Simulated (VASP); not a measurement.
Set up this calculation in VASP 6.6.1, as the native input.

```yaml
Task: single point
Functional: r2SCAN
Potentials_or_basis: VASP PAW PBE potentials, release 64 (B, N)
Cutoff: 520 eV
k_mesh: 12 × 12 × 6
Occupations: gaussian, width 0.01 eV
Spin: no spin polarisation
Dipole_correction: no
Further_INCAR_settings: ALGO = Normal; EDIFF = 1e-06; NBANDS = 16
```

Crystal: BN.

```
B N
1.0
     2.54395    0.05877    0.00000
    -1.22108    2.17374    0.00000
     0.00000    0.00000    4.20782
B N
2 2
Direct
  0.33440 0.66693 0.00028
  0.66560 0.33307 0.50028
  0.33018 0.66714 0.37472
  0.66982 0.33286 0.87472
```

This cell differs from its parent crystal: shear xy strain +4.6%.

One way to write it, as run:

POSCAR

```
BN
1.0
    2.5439500013      0.0587652450      0.0000000000
   -1.2210828056      2.1737427046      0.0000000000
    0.0000000000      0.0000000000      4.2078153363
B N
2 2
Direct
    0.3343967102      0.6669334366      0.0002769228
    0.6656032898      0.3330665634      0.5002769228
    0.3301790014      0.6671395730      0.3747230772
    0.6698209986      0.3328604270      0.8747230772
```

INCAR.step1

```
SYSTEM = BN
PREC = Accurate ; ENCUT = 520
ISMEAR = 0 ; SIGMA = 0.01
LREAL = .False. ; LASPH = .True.
NELM = 80 ; NBANDS = 16
GGA = PE ; ALGO = Normal
EDIFF = 1E-4 ; LWAVE = .True.
LCHARG = .False.
```

INCAR.step2

```
SYSTEM = BN
PREC = Accurate ; ENCUT = 520
EDIFF = 1E-6 ; ISMEAR = 0
SIGMA = 0.01 ; LREAL = .False.
LASPH = .True. ; NELM = 80
ALGO = Normal ; ISIF = 2
LWAVE = .False. ; LCHARG = .False.
METAGGA = R2SCAN ; LMIXTAU = .True.
NBANDS = 16 ; ISTART = 1
```

KPOINTS

```
regular mesh
0
Gamma
  12 12 6
  0 0 0
```

Potentials or basis: VASP PAW PBE potentials, release 64 (B, N).

Run with:

```bash
$ cat potpaw_PBE.64/B/POTCAR potpaw_PBE.64/N/POTCAR > POTCAR
$ cp INCAR.step1 INCAR
$ mpirun -np 1 vasp_std > vasp.out
$ cp INCAR.step2 INCAR
$ mpirun -np 1 vasp_std > vasp.out
```

Results of the run:

- Pressure: 1.7 GPa
- Largest force: 0.009 eV/Å
- Band gap on the k mesh: 5.54 eV, indirect (least direct gap 8.28 eV)

Caveat: the cell differs from its parent crystal (shear xy strain +4.6%); the PAW data sets were made with another functional, which shifts forces and pressure a little.

Run time: 2.3 min on 1 thread of Intel(R) Xeon(R) 6975P-C (Granite Rapids), with other jobs on the host, peak memory 0.2 GiB.
